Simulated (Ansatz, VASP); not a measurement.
Si4IrPt: VASP beside Ansatz

```
Si Ir Pt
1.0
     3.35326   -2.02160   -0.00205
     3.35326    2.02160   -0.00205
    -2.35562    0.00000   14.54627
Si Ir Pt
8 2 2
Cartesian
  2.5418 -1.9196 5.0953
  1.3640 1.9196 12.3684
  3.5579 0.0017 5.8737
  2.3800 -0.0017 13.1468
  4.1816 0.9532 1.0335
  3.0038 -0.9532 8.3066
  3.0525 -1.0500 2.5320
  1.8747 1.0500 9.8052
  3.1285 -1.1190 0.1266
  1.9507 1.1190 7.3997
  4.1122 0.9621 3.5039
  2.9344 -0.9621 10.7770
```

Change from the starting cell: the structure that the rattled cell fell into.

Alike in both runs: functional PBE; k mesh 6 × 6 × 2; occupations gaussian, width 0.1 eV; no spin polarisation.

Ansatz relaxed the structure, and its values are those at the end. VASP's run is a single point on that final structure, the one shown.

|  | VASP | Ansatz |
| --- | --- | --- |
| version | VASP 6.6.1 | Ansatz 0.2.0 |
| potentials or method | VASP PAW PBE potentials, release 64 (Si, Ir, Pt), cutoff 520 eV | scalar-relativistic, plane waves, PAW |
| valence electrons in the cell | 70 | 102 |

|  | VASP | Ansatz | Ansatz less VASP |
| --- | --- | --- | --- |
| gap on the k mesh at the Fermi level (eV) | none | none | - |
| pressure (GPa) | -0.1 | -0.1 | 0.00 |
| rms of the force components (eV/Å) | 0.014 | 0.009 | -0.0051 |

A gap of «none» marks a metal or a gap that the smearing closes. VASP's potentials hold 70 valence electrons a cell and Ansatz's 102, so a difference there can come from the potentials and not from the codes.

Spin-orbit coupling is off throughout.
